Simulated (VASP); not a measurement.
Set up this calculation in VASP 6.6.1, as the native input.

```yaml
Task: single point
Functional: PBE
Potentials_or_basis: VASP PAW PBE potentials, release 64 (Al, Cu)
Cutoff: 520 eV
k_mesh: 1 × 1 × 1, shifted
Occupations: fermi-dirac, width 0.05 eV
Spin: no spin polarisation
Dipole_correction: no
Further_INCAR_settings: LREAL = Auto; ALGO = Normal; EDIFF = 1e-07; NBANDS = 98; ISYM = 0
```

The structure of Al13Cu11 lies in POSCAR:

```
Al13Cu11
1.0
    7.1452280000      0.0272100000     -0.2795910000
    0.0272100000      7.0459230000      0.0416720000
   -0.2795910000      0.0416720000      7.0313830000
Al Cu
13 11
Direct
    0.1135240329      0.6862330974      0.0998619464
    0.5222512486      0.5397305293      0.2578420345
    0.5299319746      0.0052115408      0.7832462028
    0.6313460362      0.8420921829      0.4841954995
    0.1023640866      0.1933952584      0.5817713116
    0.6210717574      0.3594906946      0.9192715540
    0.2415113844      0.3269346996      1.0054894445
    0.8769045911      0.5285794634      0.4481720976
    0.7401049026      0.1339384987      0.2608801405
    0.2934272626      0.7517818531      0.5366863629
    0.4206952932      0.1653967280      0.4202647197
    0.9017498467      0.0821903291      0.9041480326
    0.4368561063      0.9095986070      0.1355682435
    0.9761133016      0.8817300253      0.4882917117
    0.4100947104      0.6290377991      0.8913281394
    0.1984767598      0.9171212453      0.8281045193
    0.1154882446      0.0521733721      0.2127088377
    0.5234150230      0.5007056574      0.6034596215
    0.7347856194      0.2116493941      0.6030943831
    0.9455763534      0.4277777919      0.7805597110
    0.9098777267      0.3938193821      0.1356110714
    0.7895181468      0.7292859976      0.8109096549
    0.2088290371      0.4331715962      0.3673461668
    0.7773894149      0.7945815690      0.1698666224
```

One way to write it, as run:

INCAR

```
ALGO = Normal
EDIFF = 1E-7
ENCUT = 520
GGA = PE
ISIF = 2
ISMEAR = -1
ISYM = 0
LASPH = T
LCHARG = T
LELF = T
LREAL = Auto
LVHAR = T
LWAVE = F
NBANDS = 98
NELM = 60
PREC = Accurate
SIGMA = 0.05
```

KPOINTS

```
Automatic mesh
0
Gamma
  1 1 1
  0.25 0.25 0.25
```

Potentials or basis: VASP PAW PBE potentials, release 64 (Al, Cu).

Run with:

```bash
$ cat potpaw_PBE.64/Al/POTCAR potpaw_PBE.64/Cu/POTCAR > POTCAR
$ mpirun -np 1 vasp_std > vasp.out
```

It gave:

```yaml
Pressure: 0.5 GPa
Largest_force: 0.794 eV/Å
Band_gap_on_the_k_mesh: 0.49 eV
```

Caveat: the k points lie up to 0.90 Å⁻¹ apart.

It took 110 s on 1 thread of Intel(R) Xeon(R) Platinum 8488C (Sapphire Rapids), with other jobs on the host, peak memory 0.37 GiB.
